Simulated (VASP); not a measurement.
# AlB2Ru3 (P4/mmm) in VASP: single point with PBE

Aim: the single point of AlB2Ru3 with PBE.

Program: VASP 6.6.1. These are calculated values, not measurements. Logs are shortened: lines on timing, memory, paths and dates and some standing lists are left out, and cuts for length are marked.

**1. The cell of the first run**

The structure is tetragonal, space group P4/mmm (No. 123). Conventional cell: a = 3.838 Å, b = 3.838 Å, c = 7.181 Å, α = 90.00°, β = 90.00°, γ = 90.00°. Within 3.9 Å of Al (site symmetry 4/mmm) lie 8 Ru at 2.93 Å and 4 Al at 3.84 Å. Within 2.5 Å of B (site symmetry mmm) lie 2 Ru at 1.92 Å. Ru (site symmetry 4/mmm) has 4 B at 1.92 Å and 2 Ru at 2.48 Å within 2.5 Å. Within 3.0 Å of Ru (site symmetry 4mm) lie 2 Ru at 2.21 to 2.48 Å and 4 Al at 2.93 Å.

The cell was generated, and may not be a known phase.

**2. Single point, PBE**

Contents of INCAR:

```
SYSTEM = AlB2Ru3
PREC = Accurate
ENCUT = 560
EDIFF = 1E-6
ISMEAR = 0
SIGMA = 0.1
LREAL = .FALSE.
LASPH = .TRUE.
NELM = 120
ALGO = Normal
ISIF = 2
LWAVE = .FALSE.
LCHARG = .TRUE.
GGA = PE
LELF = .TRUE.
LVHAR = .TRUE.
NBANDS = 38
GGA_COMPAT = .FALSE.
```

Contents of KPOINTS:

```
Automatic mesh
0
G
  10 10 6
  0 0 0
```

Contents of POSCAR:

```
AlB2Ru3
1.0
    3.8383531907      0.0000000000      0.0000000000
    0.0000000000      3.8383531907      0.0000000000
    0.0000000000      0.0000000000      7.1814075374
Al B Ru
1 2 3
Direct
    0.5000000000      0.5000000000      0.0000000000
    0.5000000000      0.0000000000      0.5000000000
    0.0000000000      0.5000000000      0.5000000000
    0.0000000000      0.0000000000      0.5000000000
    0.0000000000      0.0000000000      0.8458906378
    0.0000000000      0.0000000000      0.1541093622
```

Potentials or basis: VASP PAW PBE potentials, release 64 (Al, B, Ru_sv).

Run with:

```
$ cat potpaw_PBE.64/Al/POTCAR potpaw_PBE.64/B/POTCAR potpaw_PBE.64/Ru_sv/POTCAR > POTCAR
$ mpirun -np 1 vasp_std > vasp.out
```

OUTCAR:

```text
SYSTEM = AlB2Ru3
   PREC = Accurate
   ENCUT = 560
   EDIFF = 1E-6
   ISMEAR = 0
   LREAL = .FALSE.
   LASPH = .TRUE.
   NELM = 120
   ISIF = 2
   GGA = PE

 ion  position               nearest neighbor table
   1  0.500  0.500  0.000-   5 2.93   6 2.93   5 2.93   6 2.93   5 2.93   6 2.93   5 2.93   6 2.93

   2  0.500  0.000  0.500-   4 1.92   4 1.92
   3  0.000  0.500  0.500-   4 1.92   4 1.92
   4  0.000  0.000  0.500-   2 1.92   3 1.92   3 1.92   2 1.92   5 2.48   6 2.48
   5  0.000  0.000  0.846-   6 2.21   4 2.48   1 2.93   1 2.93   1 2.93   1 2.93
   6  0.000  0.000  0.154-   5 2.21   4 2.48   1 2.93   1 2.93   1 2.93   1 2.93

  LATTYP: Found a simple tetragonal cell.
 ALAT       =     3.8383531907
 C/A-ratio  =     1.8709605866

  Lattice vectors:

 A1 = (   3.8383531907,   0.0000000000,   0.0000000000)
 A2 = (   0.0000000000,   3.8383531907,   0.0000000000)
 A3 = (   0.0000000000,   0.0000000000,   7.1814075374)

Analysis of symmetry for initial positions (statically):
=====================================================================
 Subroutine PRICEL returns:
 Original cell was already a primitive cell.

 Routine SETGRP: Setting up the symmetry group for a
 simple tetragonal supercell.

 Subroutine GETGRP returns: Found 16 space group operations
 (whereof 16 operations were pure point group operations)
 out of a pool of 16 trial point group operations.

The static configuration has the point symmetry D_4h.

Analysis of symmetry for dynamics (positions and initial velocities):
=====================================================================
 Subroutine PRICEL returns:
 Original cell was already a primitive cell.

 Routine SETGRP: Setting up the symmetry group for a
 simple tetragonal supercell.

 Subroutine GETGRP returns: Found 16 space group operations
 (whereof 16 operations were pure point group operations)
 out of a pool of 16 trial point group operations.

The dynamic configuration has the point symmetry D_4h.

 Subroutine INISYM returns: Found 16 space group operations
 (whereof 16 operations are pure point group operations),
 and found     1 'primitive' translations

----------------------------------------------------------------------------------------

                                     Primitive cell

  volume of cell :     105.8034

  direct lattice vectors                    reciprocal lattice vectors
     3.838353191  0.000000000  0.000000000     0.260528396  0.000000000  0.000000000
     0.000000000  3.838353191  0.000000000     0.000000000  0.260528396  0.000000000
     0.000000000  0.000000000  7.181407537     0.000000000  0.000000000  0.139248468

  length of vectors
     3.838353191  3.838353191  7.181407537     0.260528396  0.260528396  0.139248468

  position of ions in fractional coordinates (direct lattice)
     0.500000000  0.500000000  0.000000000
     0.500000000  0.000000000  0.500000000
     0.000000000  0.500000000  0.500000000
     0.000000000  0.000000000  0.500000000
     0.000000000  0.000000000  0.845890638
     0.000000000  0.000000000  0.154109362

  ion indices of the primitive-cell ions
   primitive index   ion index
                 1           1
                 2           2
                 3           3
                 4           4
                 5           5
                 6           6

----------------------------------------------------------------------------------------

 KPOINTS: Automatic mesh

Automatic generation of k-mesh.
 Grid dimensions read from file:
 generate k-points for:   10   10    6

 Generating k-lattice:

  Cartesian coordinates                     Fractional coordinates (reciprocal lattice)
     0.026052840  0.000000000  0.000000000     0.100000000  0.000000000  0.000000000
     0.000000000  0.026052840  0.000000000     0.000000000  0.100000000  0.000000000
     0.000000000  0.000000000  0.023208078     0.000000000  0.000000000  0.166666667

  Length of vectors
     0.026052840  0.026052840  0.023208078

  Shift w.r.t. Gamma in fractional coordinates (k-lattice)
     0.000000000  0.000000000  0.000000000

 Subroutine IBZKPT returns following result:
 ===========================================

 Found     84 irreducible k-points:

 Following reciprocal coordinates:
            Coordinates               Weight
  0.000000  0.000000  0.000000      1.000000
  0.100000  0.000000  0.000000      4.000000
  0.200000  0.000000  0.000000      4.000000
  0.300000  0.000000  0.000000      4.000000
  0.400000  0.000000  0.000000      4.000000
  0.500000  0.000000  0.000000      2.000000
[... 16 lines left out ...]
  0.100000  0.000000  0.166667      8.000000
  0.200000  0.000000  0.166667      8.000000
 [... further k-points ...]
   k-points           NKPTS =     84   k-points in BZ     NKDIM =     84   number of bands    NBANDS=     38
   number of dos      NEDOS =    301   number of ions     NIONS =      6
   total plane-waves  NPLWV =  50400
   dimension x,y,z NGX =    30 NGY =   30 NGZ =   56
   dimension x,y,z NGXF=    60 NGYF=   60 NGZF=  112
   ions per type =               1   2   3
   NGX,Y,Z   is equivalent  to a cutoff of  12.99, 12.99, 12.96 a.u.
   NGXF,Y,Z  is equivalent  to a cutoff of  25.99, 25.99, 25.93 a.u.
 SYSTEM =  AlB2Ru3
   PREC   = accura    normal or accurate (medium, high low for compatibility)
   ISTART =      0    job   : 0-new  1-cont  2-samecut
   ICHARG =      2    charge: 1-file 2-atom 10-const
   ISPIN  =      1    spin polarized calculation?
   LNONCOLLINEAR =      F non collinear calculations
   LSORBIT =      F    spin-orbit coupling
   LASPH  =      T    aspherical Exc in radial PAW
   ENCUT  =  560.0 eV  41.16 Ry    6.42 a.u.   7.41  7.41 13.86*2*pi/ulx,y,z
   NELM   =    120;   NELMIN=  2; NELMDL= -5     # of ELM steps
   EDIFF  = 0.1E-05   stopping-criterion for ELM
   LREAL  =      F    real-space projection
   EDIFFG = 0.1E-04   stopping-criterion for IOM
   NSW    =      0    number of steps for IOM
   IBRION =     -1    ionic relax: 0-MD 1-quasi-New 2-CG
   NFREE  =      0    steps in history (QN), initial steepest desc. (CG)
   ISIF   =      2    stress and relaxation
   ISYM   =      2    0-nonsym 1-usesym 2-fastsym
   POTIM  = 0.5000    time-step for ionic-motion
   TEBEG  =    0.0;   TEEND  =   0.0 temperature during run
   PSTRESS=    0.0 pullay stress
   NELECT =      57.0000    total number of electrons
   NUPDOWN=      -1.0000    fix difference up-down
   EMIN   =  10.00;   EMAX   =-10.00  energy-range for DOS
   EFERMI =   0.00;   METHOD = LEGACY
   ISMEAR =     0;   SIGMA  =   0.10  broadening in eV -4-tet -1-fermi 0-gaus
   EFERMI_NEDOS =   21; number of points for ismear=-14 and -15
   IALGO  =     38    algorithm
   IMIX   =      4    mixing-type and parameters
     AMIX     =   0.40;   BMIX     =  1.00
     AMIX_MAG =   1.60;   BMIX_MAG =  1.00
  volume/ion in A,a.u.               =      17.63       119.00
  Fermi-wavevector in a.u.,A,eV,Ry     =   1.332089  2.517284 24.143016  1.774462
  Thomas-Fermi vector in A             =   2.461051
   LORBIT       =      0    0 simple, 1 ext, 2 COOP (PROOUT), +10 PAW based schemes
   GGA     = PE    functional components
   LHFCALC =     F    Hartree Fock is set to
   AEXX    =    0.0000 exact exchange contribution
   IVDW    =     0    specifies the selected vdW correction
   LEPSILON=     F    determine dielectric tensor
   LRPA    =     F    only Hartree local field effects (RPA)
 non-spin polarized calculation
 Gauss-broadening in eV      SIGMA  =   0.10
  energy-cutoff  :      560.00
  volume of cell :      105.80
 maximum number of plane-waves:      3244
 NGX is ok and might be reduce to    30
   NGX = 15   NGY = 15   NGZ = 27

 number of electron      57.0000028 magnetization

 Free energy of the ion-electron system (eV)
  ---------------------------------------------------
  ext. energy  EPLUGINS =         0.00000000
  ---------------------------------------------------
  free energy    TOTEN  =       -37.10862645 eV

  energy without entropy =      -37.08404189  energy(sigma->0) =      -37.09633417

 E-fermi :   6.4281     XC(G=0): -10.5515

 val. band max:        6.4260666205   @ k =   0.5000   0.4000   0.0000
 cond. band min:       6.4288940174   @ k =   0.5000   0.4000   0.1667
 fundamental gap:      0.0028273969
 Fermi energy:         6.4280708992

 k-point     1 :       0.0000    0.0000    0.0000
  band No.  band energies     occupation
      1     -66.2788      2.00000
      2     -66.1758      2.00000
      3     -65.9774      2.00000
      4     -37.4426      2.00000
      5     -36.4844      2.00000
      6     -36.4702      2.00000
[... 30 lines left out ...]
     37      11.1211      0.00000
     38      11.1211      0.00000

 k-point     2 :       0.1000    0.0000    0.0000
  band No.  band energies     occupation
      1     -66.2788      2.00000
      2     -66.1758      2.00000
      3     -65.9774      2.00000
      4     -37.4425      2.00000
      5     -36.4842      2.00000
      6     -36.4701      2.00000
[... 30 lines left out ...]
     37      10.5606      0.00000
     38      11.1718      0.00000

 k-point     3 :       0.2000    0.0000    0.0000
  band No.  band energies     occupation
      1     -66.2788      2.00000
      2     -66.1759      2.00000
      3     -65.9773      2.00000
      4     -37.4423      2.00000
      5     -36.4839      2.00000
      6     -36.4697      2.00000
[... 30 lines left out ...]
     37      10.9642      0.00000
[... 781 lines left out ...]
 k-point    23 :       0.1000    0.0000    0.1667
  band No.  band energies     occupation
      1     -66.2730      2.00000
      2     -66.1845      2.00000
      3     -65.9744      2.00000
      4     -37.4702      2.00000
      5     -36.4699      2.00000
      6     -36.4694      2.00000
[... 30 lines left out ...]
     37      10.7349      0.00000
     38      11.1783      0.00000

 k-point    24 :       0.2000    0.0000    0.1667
  band No.  band energies     occupation
      1     -66.2731      2.00000
      2     -66.1845      2.00000
      3     -65.9744      2.00000
      4     -37.4700      2.00000
      5     -36.4695      2.00000
      6     -36.4679      2.00000
[... 30 lines left out ...]
     37      10.9639      0.00000
     38      11.3282      0.00000

 [... further k-points ...]

------------------------ aborting loop because EDIFF is reached ----------------------------------------

  FORCE on cell =-STRESS in cart. coord.  units (eV):
  Direction    XX          YY          ZZ          XY          YZ          ZX
  --------------------------------------------------------------------------------------
  -------------------------------------------------------------------------------------
  Total       -0.1179758     -0.1179758     -0.1264933      0.0000000      0.0000000     -0.0000000
  in kB       -1.7865049     -1.7865049     -1.9154850      0.0000000      0.0000000     -0.0000000
  external PRESSURE =      -1.8294983 kB  Pullay stress =       0.0000000 kB

 VOLUME and BASIS-vectors are now :
 -----------------------------------------------------------------------------
  energy-cutoff  :      560.00
  volume of cell :      105.80
      direct lattice vectors                 reciprocal lattice vectors
     3.838353191  0.000000000  0.000000000     0.260528396  0.000000000  0.000000000
     0.000000000  3.838353191  0.000000000     0.000000000  0.260528396  0.000000000
     0.000000000  0.000000000  7.181407537     0.000000000  0.000000000  0.139248468

 POSITION                                       TOTAL-FORCE (eV/Angst)
 -----------------------------------------------------------------------------------
      1.91918      1.91918      0.00000         0.000000      0.000000      0.000000
      1.91918      0.00000      3.59070         0.000000      0.000000      0.000000
      0.00000      1.91918      3.59070         0.000000      0.000000      0.000000
      0.00000      0.00000      3.59070         0.000000      0.000000      0.000000
      0.00000      0.00000      6.07469         0.000000     -0.000000     -0.003650
      0.00000      0.00000      1.10672        -0.000000     -0.000000      0.003650
 -----------------------------------------------------------------------------------
    total drift:                                0.000000      0.000000      0.000000

  FREE ENERGIE OF THE ION-ELECTRON SYSTEM (eV)
  ---------------------------------------------------
  free  energy   TOTEN  =       -37.1086264490 eV

  energy  without entropy=      -37.0840418853  energy(sigma->0) =      -37.09633417
```

It took 3.7 min on 1 thread of Intel Xeon Platinum 8488C (Sapphire Rapids), shared host; peak memory 0.42 GiB.

What came out:

| Quantity | Value |
| --- | --- |
| Free energy | -37.1086 eV |
| Pressure | -0.2 GPa |
| Largest force | 0.004 eV/Å |
| Band gap on the k mesh | zero (an odd number of electrons rules out a gap without spin polarisation) |

Forces in eV/Å, atoms in the order of the input:
```
Al   0.000  0.000  0.000
B    0.000  0.000  0.000
B    0.000  0.000  0.000
Ru   0.000  0.000  0.000
Ru   0.000  0.000 -0.004
Ru   0.000  0.000  0.004
```
